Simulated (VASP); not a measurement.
Runs of VASP 6.6.1 on SiNi. The structure is that of space group Pmmn (No. 59), or close to it. The cells are those of the table. 

```csv
level,potentials or basis,fixed moment (μB),cell,k mesh,cutoff (eV),second run,gap on the mesh (eV),pressure (GPa),moment (μB),largest force (eV/Å)
BLYP,"VASP PAW PBE potentials, release 64 (Ni, Si)",-,"a = 2.962, b = 3.302, c = 4.708 Å, 4 atoms",9 × 8 × 6,520,-,none,12.1,0.00,0.18
BLYP,"VASP PAW PBE potentials, release 64 (Ni, Si)",-,"a = 3.000, b = 3.345, c = 4.769 Å, 4 atoms",9 × 8 × 6,520,-,none,4.9,0.00,0.25
LDA,"VASP PAW LDA potentials, release 64 (Ni, Si)",-,"a = 2.903, b = 3.236, c = 4.614 Å, 4 atoms",9 × 8 × 6,520,-,none,4.1,0.00,0.16
PBE,"VASP PAW PBE potentials, release 64 (Ni, Si)",-,"a = 3.000, b = 3.345, c = 4.769 Å, 4 atoms",9 × 8 × 6,520,-,none,-4.1,0.00,(b)
PBE,"VASP PAW PBE potentials, release 64 (Ni_sv_GW, Si)",-,"a = 2.943, b = 3.280, c = 4.677 Å, 4 atoms",5 × 5 × 3,590,valence_matched,none,(d),0.00,0.08
PBE,"VASP PAW PBE potentials, release 64 (Ni, Si)",-,"a = 2.981, b = 3.323, c = 4.739 Å, 4 atoms",9 × 8 × 6,520,-,none,-0.8,0.00,0.05
PBEsol,"VASP PAW PBE potentials, release 64 (Ni, Si)",-,"a = 2.752, b = 3.191, c = 4.554 Å, 4 atoms",9 × 8 × 6,520,-,none,30.3,0.00,(a)
RPBE,"VASP PAW PBE potentials, release 64 (Ni, Si)",-,"a = 3.019, b = 3.341, c = 4.737 Å, 4 atoms",9 × 8 × 6,520,-,none,-0.1,0.00,0.01
PBE,"VASP PAW PBE potentials, release 64 (Ni, Si)",4.0,"a = 2.943, b = 3.280, c = 4.677 Å, 4 atoms",8 × 7 × 5,520,-,-,28.8,4.00,0.83
LDA,"VASP PAW LDA potentials, release 64 (Ni, Si)",-,"a = 2.926, b = 3.263, c = 4.623 Å, 4 atoms",9 × 8 × 6,520,-,none,0.4,0.00,0.01
BLYP,"VASP PAW PBE potentials, release 64 (Ni, Si)",-,"a = 2.903, b = 3.236, c = 4.614 Å, 4 atoms",9 × 8 × 6,520,-,none,26.2,0.00,0.05
LDA,"VASP PAW LDA potentials, release 64 (Ni, Si)",-,"a = 2.923, b = 3.258, c = 4.646 Å, 4 atoms",9 × 8 × 6,520,-,none,(c),0.00,0.20
```

Alike in all rows: task single point; spin collinear, ferromagnetic start; smearing fermi-dirac 0.05 eV.

Estimate the missing entries.

(a) 0.02; (b) 0.10; (c) -0.5; (d) 3.7.

Caveats: some runs use coarse meshes; the PAW data sets were made with another functional, which shifts forces and pressure a little (some runs); the total moment is fixed, so each spin has its own Fermi level (some runs).

A gap of «none» marks levels without a gap at the run's occupations.

The runs don't all hold the same shells in valence.
